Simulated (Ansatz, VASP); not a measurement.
SrTiO3 in VASP and in Ansatz

Contents of INCAR:

```
SYSTEM = SrTiO3
PREC = Accurate
ENCUT = 600
EDIFF = 1E-6
ISMEAR = 0
SIGMA = 0.02
LREAL = .FALSE.
LASPH = .TRUE.
NELM = 100
ALGO = Normal
ISIF = 3
LWAVE = .FALSE.
LCHARG = .FALSE.
GGA = PE
IVDW = 12
IBRION = 2
NSW = 100
EDIFFG = -0.005
```

The input KPOINTS:

```
Automatic mesh
0
G
  8 8 8
  0 0 0
```

File POSCAR:

```
SrTiO3
1.0
    3.9052800000      0.0000000000      0.0000000000
    0.0000000000      3.9052800000      0.0000000000
    0.0000000000      0.0000000000      3.9052800000
Sr Ti O
1 1 3
Direct
    0.5000000000      0.5000000000      0.5000000000
    0.0000000000      0.0000000000      0.0000000000
    0.5000000000      0.0000000000      0.0000000000
    0.0000000000      0.5000000000      0.0000000000
    0.0000000000      0.0000000000      0.5000000000
```

Input for Ansatz:

```yaml
crystal:
  lattice:
    - [3.90528, 0.0, 0.0]
    - [0.0, 3.90528, 0.0]
    - [0.0, 0.0, 3.90528]
  atoms:
    - { symbol: Sr, position: [0.5, 0.5, 0.5] }
    - { symbol: Ti, position: [0.0, 0.0, 0.0] }
    - { symbol: O, position: [0.5, 0.0, 0.0] }
    - { symbol: O, position: [0.0, 0.5, 0.0] }
    - { symbol: O, position: [0.0, 0.0, 0.5] }
basis:
  ecutwfc: 420
kpoints:
  mp_grid: { grid: [8, 8, 8] }
hamiltonian:
  xc: pbe
  dispersion: d3bj
scf:
  occupations: { method: gaussian, width: 0.02 }
output:
  forces: true
  stress: true
  eigenvalues: true
relax:
  adjacent_minimum: "off"
  f_tol: 0.005
  max_steps: 80
  cell: { stress_tol: 0.05 }
```

Alike in both runs: task relaxation of cell and atoms; functional PBE; dispersion D3(BJ); k mesh 8 × 8 × 8; occupations gaussian, width 0.02 eV; no spin polarisation.

|  | VASP | Ansatz |
| --- | --- | --- |
| version | VASP 6.6.1 | Ansatz 0.2.0 |
| potentials or method | VASP PAW PBE potentials, release 64 (Sr_sv, Ti_sv, O), cutoff 600 eV | scalar-relativistic, plane waves, PAW |
| valence electrons in the cell | 40 | 40 |

```csv
,VASP,Ansatz,Ansatz less VASP
"gap on the k mesh at the Fermi level, each at its own relaxed structure (eV)",1.85,1.88,+0.035
relaxed volume (Å³/atom),11.99,11.95,-0.032
relaxed cell length with the largest relative difference (Å),3.913,3.910,-0.0035
```
